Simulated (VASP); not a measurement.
# Al2Pt (Fm-3m) in VASP: notebook

Al2Pt is run at these levels: LDA; tasks: density of states, electric field gradients.

Everything below comes from runs of VASP 6.6.1. Logs are shortened: lines on timing, memory, paths and dates and some standing lists are left out, and cuts for length are marked.

### 1 The cell of the first run

It takes space group Fm-3m (No. 225, cubic). Conventional cell: a = 5.910 Å, b = 5.910 Å, c = 5.910 Å, α = 90.00°, β = 90.00°, γ = 90.00°. Al (site symmetry -43m) has 4 Pt at 2.56 Å and 6 Al at 2.96 Å within 3.4 Å. Pt (site symmetry m-3m) has 8 Al at 2.56 Å within 3.4 Å.

### 2 Density of states, LDA

POSCAR reads:

```
Al2Pt
1.0
    0.0000000000      2.9550000000      2.9550000000
    2.9550000000      0.0000000000      2.9550000000
    2.9550000000      2.9550000000      0.0000000000
Al Pt
2 1
Direct
    0.2500000000      0.2500000000      0.2500000000
    0.7500000000      0.7500000000      0.7500000000
    0.0000000000      0.0000000000      0.0000000000
```

INCAR.step1 reads:

```
PREC = Accurate
ENCUT = 520
EDIFF = 1E-6
ISMEAR = -1
SIGMA = 0.08
LREAL = False
LASPH = True
NELM = 80
ALGO = Normal
ISIF = 2
LWAVE = False
LCHARG = True
LMAXMIX = 4
GGA = CA
NBANDS = 15
```

KPOINTS.step1 reads:

```
Automatic mesh
0
Gamma
  12 12 12
```

INCAR.step2 reads:

```
PREC = Accurate
ENCUT = 520
EDIFF = 1E-6
ISMEAR = -5
SIGMA = 0.08
LREAL = False
LASPH = True
NELM = 80
ALGO = Normal
ISIF = 2
LWAVE = False
LCHARG = False
LMAXMIX = 4
GGA = CA
LORBIT = 11
NBANDS = 15
NEDOS = 2001
ICHARG = 11
```

KPOINTS.step2 reads:

```
Automatic mesh
0
Gamma
  18 18 18
```

Potentials or basis: VASP PAW LDA potentials, release 64 (Al, Pt).

Command:

```sh
> cat potpaw_LDA.64/Al/POTCAR potpaw_LDA.64/Pt/POTCAR > POTCAR
> cp INCAR.step1 INCAR
> cp KPOINTS.step1 KPOINTS
> mpirun -np 1 vasp_std > vasp.out
> cp INCAR.step2 INCAR
> cp KPOINTS.step2 KPOINTS
> mpirun -np 1 vasp_std > vasp.out
```

OUTCAR:

```text
PREC = Accurate
   ENCUT = 520
   EDIFF = 1E-6
   ISMEAR = -5
   LREAL = False
   LASPH = True
   NELM = 80
   ISIF = 2
   GGA = CA
   LORBIT = 11
   ICHARG = 11

 ion  position               nearest neighbor table
   1  0.250  0.250  0.250-   3 2.56   3 2.56   3 2.56   3 2.56   2 2.96   2 2.96   2 2.96   2 2.96
                             2 2.96   2 2.96
   2  0.750  0.750  0.750-   3 2.56   3 2.56   3 2.56   3 2.56   1 2.96   1 2.96   1 2.96   1 2.96
                             1 2.96   1 2.96
   3  0.000  0.000  0.000-   2 2.56   2 2.56   2 2.56   1 2.56   2 2.56   1 2.56   1 2.56   1 2.56

  LATTYP: Found a face centered cubic cell.
 ALAT       =     5.9100000000

  Lattice vectors:

 A1 = (   0.0000000000,   2.9550000000,   2.9550000000)
 A2 = (   2.9550000000,   0.0000000000,   2.9550000000)
 A3 = (   2.9550000000,   2.9550000000,   0.0000000000)

Analysis of symmetry for initial positions (statically):
=====================================================================
 Subroutine PRICEL returns:
 Original cell was already a primitive cell.

 Routine SETGRP: Setting up the symmetry group for a
 face centered cubic supercell.

 Subroutine GETGRP returns: Found 48 space group operations
[... 9 lines left out ...]

 Routine SETGRP: Setting up the symmetry group for a
 face centered cubic supercell.

 Subroutine GETGRP returns: Found 48 space group operations
 (whereof 48 operations were pure point group operations)
 out of a pool of 48 trial point group operations.

The dynamic configuration has the point symmetry O_h .

 Subroutine INISYM returns: Found 48 space group operations
 (whereof 48 operations are pure point group operations),
 and found     1 'primitive' translations

----------------------------------------------------------------------------------------

                                     Primitive cell

  volume of cell :      51.6063

  direct lattice vectors                    reciprocal lattice vectors
     0.000000000  2.955000000  2.955000000    -0.169204738  0.169204738  0.169204738
     2.955000000  0.000000000  2.955000000     0.169204738 -0.169204738  0.169204738
     2.955000000  2.955000000  0.000000000     0.169204738  0.169204738 -0.169204738

  length of vectors
     4.179001077  4.179001077  4.179001077     0.293071203  0.293071203  0.293071203

  position of ions in fractional coordinates (direct lattice)
     0.250000000  0.250000000  0.250000000
     0.750000000  0.750000000  0.750000000
     0.000000000  0.000000000  0.000000000

  ion indices of the primitive-cell ions
[... 91 lines left out ...]
   EMIN   =  10.00;   EMAX   =-10.00  energy-range for DOS
   EFERMI =   0.00;   METHOD = LEGACY
   ISMEAR =    -5;   SIGMA  =   0.08  broadening in eV -4-tet -1-fermi 0-gaus
   EFERMI_NEDOS =   21; number of points for ismear=-14 and -15
   IALGO  =     38    algorithm
   IMIX   =      4    mixing-type and parameters
     AMIX     =   0.40;   BMIX     =  1.00
     AMIX_MAG =   1.60;   BMIX_MAG =  1.00
  volume/ion in A,a.u.               =      17.20       116.09
  Fermi-wavevector in a.u.,A,eV,Ry     =   1.108019  2.093853 16.703966  1.227707
  Thomas-Fermi vector in A             =   2.244541
   LORBIT       =     11    0 simple, 1 ext, 2 COOP (PROOUT), +10 PAW based schemes
   GGA     = CA    functional components
   LHFCALC =     F    Hartree Fock is set to
   AEXX    =    0.0000 exact exchange contribution
   IVDW    =     0    specifies the selected vdW correction
   LEPSILON=     F    determine dielectric tensor
   LRPA    =     F    only Hartree local field effects (RPA)
 non-spin polarized calculation
 Fermi weights with tetrahedron method with Bloechl corrections
  energy-cutoff  :      520.00
  volume of cell :       51.61
 maximum number of plane-waves:      1411

 number of electron      16.0000000 magnetization

 Free energy of the ion-electron system (eV)
  ---------------------------------------------------
  ext. energy  EPLUGINS =         0.00000000
  ---------------------------------------------------
  free energy    TOTEN  =       -18.58338291 eV

  energy without entropy =      -18.58338291  energy(sigma->0) =      -18.58338291

 E-fermi :   7.7154     XC(G=0): -10.8862

 val. band max:        7.7929004259   @ k =  -0.1111   0.1667   0.0556
 cond. band min:       7.7085569919   @ k =   0.3333   0.2778   0.0556
 fundamental gap:     -0.0843434340
 Fermi energy:         7.7153811433

 k-point     1 :       0.0000    0.0000    0.0000
  band No.  band energies     occupation
      1      -2.5095      2.00000
      2       2.6304      2.00000
      3       2.6304      2.00000
      4       2.6304      2.00000
      5       3.9959      2.00000
      6       3.9959      2.00000
      7      10.5276      0.00000
      8      11.5340      0.00000
      9      11.5340      0.00000
     10      11.5340      0.00000
     11      13.1069      0.00000
     12      13.1069      0.00000
     13      13.1069      0.00000
     14      13.9885      0.00000
[... 401 lines left out ...]
      2       2.2216      2.00000
      3       2.8392      2.00000
      4       2.8588      2.00000
      5       3.8952      2.00000
      6       4.0435      2.00000
      7       6.9829      2.10786
      8       9.3794      0.00000
      9      10.3894      0.00000
     10      11.4997      0.00000
     11      12.7801      0.00000
     12      13.0350      0.00000
     13      13.8891      0.00000
     14      14.4384      0.00000
     15      14.7263      0.00000

 [... further k-points ...]
[... 5 lines left out ...]
  --------------------------------------------------------------------------------------
  -------------------------------------------------------------------------------------
  Total       -1.1458220     -1.1458220     -1.1458220      0.0000000     -0.0000000      0.0000000
  in kB      -35.5733939    -35.5733939    -35.5733939      0.0000000     -0.0000000      0.0000000
  external PRESSURE =     -35.5733939 kB  Pullay stress =       0.0000000 kB

 VOLUME and BASIS-vectors are now :
 -----------------------------------------------------------------------------
  energy-cutoff  :      520.00
  volume of cell :       51.61
      direct lattice vectors                 reciprocal lattice vectors
     0.000000000  2.955000000  2.955000000    -0.169204738  0.169204738  0.169204738
     2.955000000  0.000000000  2.955000000     0.169204738 -0.169204738  0.169204738
     2.955000000  2.955000000  0.000000000     0.169204738  0.169204738 -0.169204738

 POSITION                                       TOTAL-FORCE (eV/Angst)
 -----------------------------------------------------------------------------------
      1.47750      1.47750      1.47750        -0.000000     -0.000000      0.000000
      4.43250      4.43250      4.43250         0.000000      0.000000     -0.000000
      0.00000      0.00000      0.00000        -0.000000      0.000000     -0.000000
 -----------------------------------------------------------------------------------
    total drift:                                0.000000     -0.000000      0.000000

  FREE ENERGIE OF THE ION-ELECTRON SYSTEM (eV)
  ---------------------------------------------------
  free  energy   TOTEN  =       -18.5833829127 eV

  energy  without entropy=      -18.5833829127  energy(sigma->0) =      -18.58338291

 total charge

# of ion       s       p       d       tot
------------------------------------------
    1        0.409   0.369   0.000   0.777
    2        0.409   0.369   0.000   0.777
    3        0.836   0.716   8.180   9.731
--------------------------------------------------
tot          1.653   1.453   8.180  11.286
```

OUTCAR.step1:

```text
PREC = Accurate
   ENCUT = 520
   EDIFF = 1E-6
   ISMEAR = -1
   LREAL = False
   LASPH = True
[... 657 lines left out ...]
      1.47750      1.47750      1.47750        -0.000000     -0.000000      0.000000
      4.43250      4.43250      4.43250        -0.000000      0.000000     -0.000000
      0.00000      0.00000      0.00000         0.000000     -0.000000     -0.000000
 -----------------------------------------------------------------------------------
    total drift:                                0.000000     -0.000000      0.000000

  FREE ENERGIE OF THE ION-ELECTRON SYSTEM (eV)
  ---------------------------------------------------
  free  energy   TOTEN  =       -18.5943051624 eV

  energy  without entropy=      -18.5687422134  energy(sigma->0) =      -18.58152369
```

OSZICAR.step1:

```text
N       E                     dE             d eps       ncg     rms          rms(c)
DAV:   1     0.458250217395E+02    0.45825E+02   -0.67202E+03  2224   0.914E+02
DAV:   2    -0.177321731061E+02   -0.63557E+02   -0.55875E+02  2567   0.164E+02
DAV:   3    -0.192225278453E+02   -0.14904E+01   -0.14817E+01  2875   0.241E+01
DAV:   4    -0.192333127034E+02   -0.10785E-01   -0.10783E-01  2461   0.241E+00
DAV:   5    -0.192334675034E+02   -0.15480E-03   -0.15480E-03  2932   0.296E-01    0.869E+00
DAV:   6    -0.187347644339E+02    0.49870E+00   -0.18233E+00  2475   0.121E+01    0.224E+00
DAV:   7    -0.186355282161E+02    0.99236E-01   -0.14016E-01  2475   0.350E+00    0.167E+00
DAV:   8    -0.185945470351E+02    0.40981E-01   -0.37844E-02  2616   0.149E+00    0.262E-01
DAV:   9    -0.185943095971E+02    0.23744E-03   -0.15008E-03  2763   0.302E-01    0.167E-01
DAV:  10    -0.185943091083E+02    0.48883E-06   -0.16006E-04  2720   0.104E-01    0.185E-02
DAV:  11    -0.185943051068E+02    0.40015E-05   -0.13652E-05  2734   0.349E-02    0.771E-03
DAV:  12    -0.185943051624E+02   -0.55579E-07   -0.65770E-07  1717   0.549E-03
   1 F= -.18594305E+02 E0= -.18581524E+02  d E =-.255629E-01
```

Wall time 81 s (1 thread of AMD EPYC 9R14 (Zen 4), shared host); peak memory 0.24 GiB.

Results:

```yaml
Valence_electrons_inside_the_program's_atomic_spheres: Al 0.78; Pt 9.73
```

Caveat: spin-orbit coupling is left out, which moves the levels of the heavy elements; tetrahedron occupations give inexact forces and stress in metals.

### 3 Electric field gradients, LDA (volume scaled by 0.96)

INCAR reads:

```
SYSTEM = Al2Pt
PREC = Accurate
ENCUT = 520
EDIFF = 1E-8
ISMEAR = -1
SIGMA = 0.08
LREAL = .FALSE.
LASPH = .TRUE.
NELM = 80
ALGO = Normal
ISIF = 2
LWAVE = .FALSE.
LCHARG = .FALSE.
GGA = CA
LEFG = .TRUE.
NBANDS = 15
```

KPOINTS reads:

```
regular mesh
0
G
  12 12 12
  0 0 0
```

POSCAR reads:

```
Al2Pt
1.0
    0.0000000000      2.9150626719      2.9150626719
    2.9150626719      0.0000000000      2.9150626719
    2.9150626719      2.9150626719      0.0000000000
Al Pt
2 1
Direct
    0.2500000000      0.2500000000      0.2500000000
    0.7500000000      0.7500000000      0.7500000000
    0.0000000000      0.0000000000      0.0000000000
```

Potentials or basis: VASP PAW LDA potentials, release 64 (Al, Pt).

Command:

```sh
> cat potpaw_LDA.64/Al/POTCAR potpaw_LDA.64/Pt/POTCAR > POTCAR
> mpirun -np 1 vasp_std > vasp.out
```

OUTCAR:

```text
SYSTEM = Al2Pt
   PREC = Accurate
   ENCUT = 520
   EDIFF = 1E-8
   ISMEAR = -1
   LREAL = .FALSE.
   LASPH = .TRUE.
   NELM = 80
   ISIF = 2
   GGA = CA

 ion  position               nearest neighbor table
   1  0.250  0.250  0.250-   3 2.52   3 2.52   3 2.52   3 2.52   2 2.92   2 2.92   2 2.92   2 2.92
                             2 2.92   2 2.92
   2  0.750  0.750  0.750-   3 2.52   3 2.52   3 2.52   3 2.52   1 2.92   1 2.92   1 2.92   1 2.92
                             1 2.92   1 2.92
   3  0.000  0.000  0.000-   1 2.52   2 2.52   2 2.52   2 2.52   2 2.52   1 2.52   1 2.52   1 2.52

  LATTYP: Found a face centered cubic cell.
 ALAT       =     5.8301253438

  Lattice vectors:

[... 654 lines left out ...]
---------------------------------------------------------------------
 ion       V_xx      V_yy      V_zz      V_xy      V_xz      V_yz
---------------------------------------------------------------------
   1       0.000     0.000    -0.000    -0.000    -0.000    -0.000
   2       0.000     0.000     0.000    -0.000    -0.000    -0.000
   3      -0.000     0.000    -0.000     0.000     0.000     0.000
---------------------------------------------------------------------

 Electric field gradients after diagonalization (V/A^2)
 (convention: |V_zz| > |V_xx| > |V_yy|)
----------------------------------------------------------------------
 ion       V_xx      V_yy      V_zz     asymmetry (V_yy - V_xx)/ V_zz
----------------------------------------------------------------------
   1       0.000     0.000    -0.000       0.000
   2       0.000     0.000    -0.000       0.000
   3      -0.000    -0.000     0.001       0.000
----------------------------------------------------------------------

           NMR quadrupolar parameters

 Cq : quadrupolar parameter    Cq=e*Q*V_zz/h
 eta: asymmetry parameters     (V_yy - V_xx)/ V_zz
 Q  : nuclear electric quadrupole moment in mb (millibarn)
----------------------------------------------------------------------
 ion       Cq(MHz)       eta       Q (mb)
----------------------------------------------------------------------
   1      -0.000       0.000       1.000
   2      -0.000       0.000       1.000
   3       0.000       0.000       1.000
----------------------------------------------------------------------
```

OSZICAR:

```text
N       E                     dE             d eps       ncg     rms          rms(c)
DAV:   1     0.469443788415E+02    0.46944E+02   -0.67568E+03  2200   0.916E+02
DAV:   2    -0.177500197804E+02   -0.64694E+02   -0.57597E+02  2588   0.168E+02
DAV:   3    -0.192589306963E+02   -0.15089E+01   -0.15007E+01  2811   0.243E+01
DAV:   4    -0.192697937933E+02   -0.10863E-01   -0.10862E-01  2559   0.243E+00
DAV:   5    -0.192699451551E+02   -0.15136E-03   -0.15136E-03  2925   0.292E-01    0.923E+00
DAV:   6    -0.187448071574E+02    0.52514E+00   -0.18157E+00  2510   0.122E+01    0.239E+00
DAV:   7    -0.186456816198E+02    0.99126E-01   -0.12767E-01  2489   0.334E+00    0.174E+00
DAV:   8    -0.186043232135E+02    0.41358E-01   -0.34602E-02  2638   0.144E+00    0.263E-01
DAV:   9    -0.186041009751E+02    0.22224E-03   -0.14060E-03  2748   0.292E-01    0.164E-01
DAV:  10    -0.186041030542E+02   -0.20791E-05   -0.15163E-04  2720   0.101E-01    0.176E-02
DAV:  11    -0.186040992706E+02    0.37836E-05   -0.12707E-05  2643   0.338E-02    0.719E-03
DAV:  12    -0.186040993204E+02   -0.49822E-07   -0.63556E-07  2552   0.516E-03    0.141E-03
DAV:  13    -0.186040992712E+02    0.49236E-07   -0.17869E-07  2755   0.382E-03    0.595E-04
DAV:  14    -0.186040992716E+02   -0.37073E-09   -0.49998E-09  1486   0.677E-04
   1 F= -.18604099E+02 E0= -.18591634E+02  d E =-.249310E-01
```

Wall time 22 s (1 thread of Intel Xeon Platinum 8559C (Emerald Rapids), shared host); peak memory 0.19 GiB.

What came out:

```yaml
Free_energy: -18.6041 eV
Pressure: 2.2 GPa
Band_gap_on_the_k_mesh: zero (band 8 reaches 12.06 eV, above the bottom of band 9 at 6.53 eV)
```

Levels at points of the mesh, in eV from the Fermi level:
| k point | band 5 | band 6 | band 7 | band 8 | band 9 | band 10 | band 11 | band 12 |
| --- | --- | --- | --- | --- | --- | --- | --- | --- |
| (0.00, 0.00, 0.00) | -3.91 | -3.91 | 3.11 | 3.84 | 3.84 | 3.84 | 5.61 | 5.61 |
| (0.50, 0.00, 0.00) | -3.89 | -3.67 | -3.67 | 1.00 | 1.00 | 3.76 | 5.31 | 5.31 |
| (0.50, 0.50, 0.00) | -4.00 | -3.58 | -3.38 | -1.69 | -1.69 | 3.36 | 3.41 | 8.09 |

Caveat: without QUAD_EFG the Cq values of the log hold for a quadrupole moment of 1 mb, not for the nuclei; spin-orbit coupling is left out, which moves the levels of the heavy elements.
